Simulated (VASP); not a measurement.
# Co (Pm-3n) in VASP: notebook, part 2 of 2

VASP 6.6.1. The steps go on from the part before.

## (3) Single point, r2SCAN

Contents of POSCAR:

```
Co
1.0
    4.3408373927      0.0000000000      0.0000000000
    0.0000000000      4.3408373927      0.0000000000
    0.0000000000      0.0000000000      4.3408373927
Co
8
Direct
    0.0000000000      0.0000000000      1.0000000000
    0.5000000000      0.5000000000      0.5000000000
    0.2500000000      1.0000000000      0.5000000000
    0.7500000000      0.0000000000      0.5000000000
    0.5000000000      0.2500000000      0.0000000000
    0.5000000000      0.7500000000      1.0000000000
    1.0000000000      0.5000000000      0.2500000000
    1.0000000000      0.5000000000      0.7500000000
```

Contents of INCAR.step1:

```
SYSTEM = Co
PREC = Accurate ; ENCUT = 520
ISMEAR = -1 ; SIGMA = 0.1
LREAL = .FALSE. ; LASPH = .TRUE.
NELM = 80 ; NBANDS = 46
GGA = PE ; ALGO = Normal
EDIFF = 1E-4 ; LWAVE = .TRUE.
LCHARG = .FALSE.
```

Contents of INCAR.step2:

```
SYSTEM = Co
PREC = Accurate ; ENCUT = 520
EDIFF = 1E-6 ; ISMEAR = -1
SIGMA = 0.1 ; LREAL = .FALSE.
LASPH = .TRUE. ; NELM = 80
ALGO = Normal ; ISIF = 2
LWAVE = .FALSE. ; LCHARG = .TRUE.
METAGGA = R2SCAN ; LMIXTAU = .TRUE.
LELF = .TRUE. ; LVHAR = .TRUE.
NBANDS = 46 ; ISTART = 1
```

Contents of KPOINTS:

```
Automatic mesh
0
G
  8 8 8
  0 0 0
```

Potentials or basis: VASP PAW PBE potentials, release 64 (Co).

Command:

```
> cat potpaw_PBE.64/Co/POTCAR > POTCAR
> cp INCAR.step1 INCAR
> mpirun -np 1 vasp_std > vasp.out
> cp INCAR.step2 INCAR
> mpirun -np 1 vasp_std > vasp.out
```

OUTCAR:

```text
SYSTEM = Co
   PREC = Accurate
   ENCUT = 520
   EDIFF = 1E-6
   ISMEAR = -1
   LREAL = .FALSE.
   LASPH = .TRUE.
   NELM = 80
   ISIF = 2
   METAGGA = R2SCAN
   ISTART = 1

 ion  position               nearest neighbor table
   1  0.000  0.000  0.000-   3 2.43   4 2.43   5 2.43   6 2.43   7 2.43   8 2.43   3 2.43   4 2.43
                             7 2.43   8 2.43   5 2.43   6 2.43
   2  0.500  0.500  0.500-   3 2.43   4 2.43   5 2.43   6 2.43   7 2.43   8 2.43   5 2.43   6 2.43
                             3 2.43   4 2.43   7 2.43   8 2.43
   3  0.250  0.000  0.500-   4 2.17   4 2.17   1 2.43   1 2.43   2 2.43   2 2.43   8 2.66   5 2.66
                             5 2.66   6 2.66   6 2.66   7 2.66   8 2.66   7 2.66
   4  0.750  0.000  0.500-   3 2.17   3 2.17   1 2.43   1 2.43   2 2.43   2 2.43   8 2.66   5 2.66
                             5 2.66   6 2.66   6 2.66   7 2.66   8 2.66   7 2.66
   5  0.500  0.250  0.000-   6 2.17   6 2.17   1 2.43   2 2.43   2 2.43   1 2.43   8 2.66   4 2.66
                             3 2.66   4 2.66   3 2.66   7 2.66   7 2.66   8 2.66
   6  0.500  0.750  0.000-   5 2.17   5 2.17   1 2.43   2 2.43   2 2.43   1 2.43   8 2.66   4 2.66
                             3 2.66   4 2.66   3 2.66   7 2.66   7 2.66   8 2.66
   7  0.000  0.500  0.250-   8 2.17   8 2.17   1 2.43   2 2.43   1 2.43   2 2.43   3 2.66   4 2.66
                             5 2.66   3 2.66   4 2.66   6 2.66   5 2.66   6 2.66
   8  0.000  0.500  0.750-   7 2.17   7 2.17   1 2.43   2 2.43   1 2.43   2 2.43   3 2.66   4 2.66
                             5 2.66   3 2.66   4 2.66   6 2.66   5 2.66   6 2.66

  LATTYP: Found a simple cubic cell.
 ALAT       =     4.3408373927

  Lattice vectors:

 A1 = (   4.3408373927,   0.0000000000,   0.0000000000)
 A2 = (   0.0000000000,   4.3408373927,   0.0000000000)
 A3 = (   0.0000000000,   0.0000000000,   4.3408373927)

Analysis of symmetry for initial positions (statically):
=====================================================================
 Subroutine PRICEL returns:
 Original cell was already a primitive cell.

 Routine SETGRP: Setting up the symmetry group for a
 simple cubic supercell.

 Subroutine GETGRP returns: Found 48 space group operations
 (whereof 24 operations were pure point group operations)
 out of a pool of 48 trial point group operations.

The static configuration has the point symmetry T_h .
 The point group associated with its full space group is O_h .

Analysis of symmetry for dynamics (positions and initial velocities):
=====================================================================
 Subroutine PRICEL returns:
 Original cell was already a primitive cell.

 Routine SETGRP: Setting up the symmetry group for a
 simple cubic supercell.

 Subroutine GETGRP returns: Found 48 space group operations
 (whereof 24 operations were pure point group operations)
 out of a pool of 48 trial point group operations.

The dynamic configuration has the point symmetry T_h .
 The point group associated with its full space group is O_h .

 Subroutine INISYM returns: Found 48 space group operations
 (whereof 24 operations are pure point group operations),
 and found     1 'primitive' translations

----------------------------------------------------------------------------------------

                                     Primitive cell

  volume of cell :      81.7938

  direct lattice vectors                    reciprocal lattice vectors
[... 79 lines left out ...]
  0.500000  0.375000  0.125000     24.000000
 [... further k-points ...]
   k-points           NKPTS =     35   k-points in BZ     NKDIM =     35   number of bands    NBANDS=     46
   number of dos      NEDOS =    301   number of ions     NIONS =      8
   total plane-waves  NPLWV =  32768
   dimension x,y,z NGX =    32 NGY =   32 NGZ =   32
   dimension x,y,z NGXF=    64 NGYF=   64 NGZF=   64
   ions per type =               8
   NGX,Y,Z   is equivalent  to a cutoff of  12.26, 12.26, 12.26 a.u.
   NGXF,Y,Z  is equivalent  to a cutoff of  24.51, 24.51, 24.51 a.u.
 SYSTEM =  Co
   PREC   = accura    normal or accurate (medium, high low for compatibility)
   ISTART =      1    job   : 0-new  1-cont  2-samecut
   ICHARG =      0    charge: 1-file 2-atom 10-const
   ISPIN  =      1    spin polarized calculation?
   LNONCOLLINEAR =      F non collinear calculations
   LSORBIT =      F    spin-orbit coupling
   LASPH  =      T    aspherical Exc in radial PAW
   ENCUT  =  520.0 eV  38.22 Ry    6.18 a.u.   8.07  8.07  8.07*2*pi/ulx,y,z
   NELM   =     80;   NELMIN=  2; NELMDL=  0     # of ELM steps
   EDIFF  = 0.1E-05   stopping-criterion for ELM
   LREAL  =      F    real-space projection
   EDIFFG = 0.1E-04   stopping-criterion for IOM
   NSW    =      0    number of steps for IOM
   IBRION =     -1    ionic relax: 0-MD 1-quasi-New 2-CG
   NFREE  =      0    steps in history (QN), initial steepest desc. (CG)
   ISIF   =      2    stress and relaxation
   ISYM   =      2    0-nonsym 1-usesym 2-fastsym
   POTIM  = 0.5000    time-step for ionic-motion
   TEBEG  =    0.0;   TEEND  =   0.0 temperature during run
   PSTRESS=    0.0 pullay stress
   NELECT =      72.0000    total number of electrons
   NUPDOWN=      -1.0000    fix difference up-down
   EMIN   =  10.00;   EMAX   =-10.00  energy-range for DOS
   EFERMI =   0.00;   METHOD = LEGACY
   ISMEAR =    -1;   SIGMA  =   0.10  broadening in eV -4-tet -1-fermi 0-gaus
   EFERMI_NEDOS =   21; number of points for ismear=-14 and -15
   IALGO  =     38    algorithm
   IMIX   =      4    mixing-type and parameters
     AMIX     =   0.40;   BMIX     =  1.00
     AMIX_MAG =   1.60;   BMIX_MAG =  1.00
  volume/ion in A,a.u.               =      10.22        69.00
  Fermi-wavevector in a.u.,A,eV,Ry     =   1.568961  2.964906 33.492626  2.461639
  Thomas-Fermi vector in A             =   2.670914
   LORBIT       =      0    0 simple, 1 ext, 2 COOP (PROOUT), +10 PAW based schemes
   METAGGA = R2SCAN    functional components
   LHFCALC =     F    Hartree Fock is set to
   AEXX    =    0.0000 exact exchange contribution
   IVDW    =     0    specifies the selected vdW correction
   LEPSILON=     F    determine dielectric tensor
   LRPA    =     F    only Hartree local field effects (RPA)
 non-spin polarized calculation
  energy-cutoff  :      520.00
  volume of cell :       81.79
 maximum number of plane-waves:      2272
   NGX = 17   NGY = 17   NGZ = 17

 number of electron      72.0000008 magnetization

 Free energy of the ion-electron system (eV)
  ---------------------------------------------------
  ext. energy  EPLUGINS =         0.00000000
  ---------------------------------------------------
  free energy    TOTEN  =      -100.56834865 eV

  energy without entropy =      -99.79998703  energy(sigma->0) =     -100.18416784

 E-fermi :  10.8962     XC(G=0): -14.9936

 val. band max:       10.8945201898   @ k =   0.2500   0.2500   0.0000
 cond. band min:      10.8964633343   @ k =   0.5000   0.5000   0.2500
 fundamental gap:      0.0019431445
 Fermi energy:        10.8961869697

 k-point     1 :       0.0000    0.0000    0.0000
  band No.  band energies     occupation
      1       1.2689      2.00000
      2       5.7085      2.00000
      3       5.7085      2.00000
      4       6.5050      2.00000
      5       6.8173      2.00000
      6       6.8173      2.00000
[... 1165 lines left out ...]
     45      13.4514      0.00000
     46      14.5873      0.00000

 [... further k-points ...]

------------------------ aborting loop because EDIFF is reached ----------------------------------------

  FORCE on cell =-STRESS in cart. coord.  units (eV):
  Direction    XX          YY          ZZ          XY          YZ          ZX
  --------------------------------------------------------------------------------------
  -------------------------------------------------------------------------------------
  Total        0.1511010      0.1511010      0.1511010     -0.0000000     -0.0000000     -0.0000000
  in kB        2.9597667      2.9597667      2.9597667     -0.0000000     -0.0000000     -0.0000000
  external PRESSURE =       2.9597667 kB  Pullay stress =       0.0000000 kB

 VOLUME and BASIS-vectors are now :
 -----------------------------------------------------------------------------
  energy-cutoff  :      520.00
  volume of cell :       81.79
      direct lattice vectors                 reciprocal lattice vectors
     4.340837393  0.000000000  0.000000000     0.230370297  0.000000000  0.000000000
     0.000000000  4.340837393  0.000000000     0.000000000  0.230370297  0.000000000
     0.000000000  0.000000000  4.340837393     0.000000000  0.000000000  0.230370297

 POSITION                                       TOTAL-FORCE (eV/Angst)
 -----------------------------------------------------------------------------------
      0.00000      0.00000      0.00000         0.000000      0.000000     -0.000000
      2.17042      2.17042      2.17042         0.000000      0.000000     -0.000000
      1.08521      0.00000      2.17042         0.000000     -0.000000      0.000000
      3.25563      0.00000      2.17042        -0.000000     -0.000000      0.000000
      2.17042      1.08521      0.00000        -0.000000      0.000000     -0.000000
      2.17042      3.25563      0.00000        -0.000000      0.000000     -0.000000
      0.00000      2.17042      1.08521        -0.000000      0.000000     -0.000000
      0.00000      2.17042      3.25563         0.000000     -0.000000     -0.000000
 -----------------------------------------------------------------------------------
    total drift:                                0.000000     -0.000000      0.000000

  FREE ENERGIE OF THE ION-ELECTRON SYSTEM (eV)
  ---------------------------------------------------
  free  energy   TOTEN  =      -100.5683486541 eV

  energy  without entropy=      -99.7999870274  energy(sigma->0) =     -100.18416784
```

Wall time 8.5 min (1 thread of Intel Xeon 8259CL, shared host); peak memory 0.24 GiB.

Results:

```
Free energy            : -100.5683 eV
Pressure               : 0.3 GPa
Band gap on the k mesh : zero (bands 36 and 37 overlap by 0.27 eV)
```

Levels at points of the mesh, in eV from the Fermi level:
| k point | band 34 | band 35 | band 36 | band 37 | band 38 | band 39 |
| --- | --- | --- | --- | --- | --- | --- |
| (0.00, 0.00, 0.00) | -0.19 | -0.19 | 0.13 | 0.13 | 0.13 | 0.38 |
| (0.50, 0.00, 0.00) | -0.13 | -0.12 | -0.12 | -0.04 | -0.04 | 0.36 |
| (0.50, 0.50, 0.00) | -0.34 | -0.09 | -0.09 | 0.01 | 0.20 | 0.21 |
| (0.50, 0.50, 0.50) | -0.03 | -0.03 | -0.03 | 0.04 | 0.04 | 0.04 |

Caveat: the PAW data sets were made with another functional, which shifts forces and pressure a little; the run has no spin polarisation, though such a crystal can be magnetic.
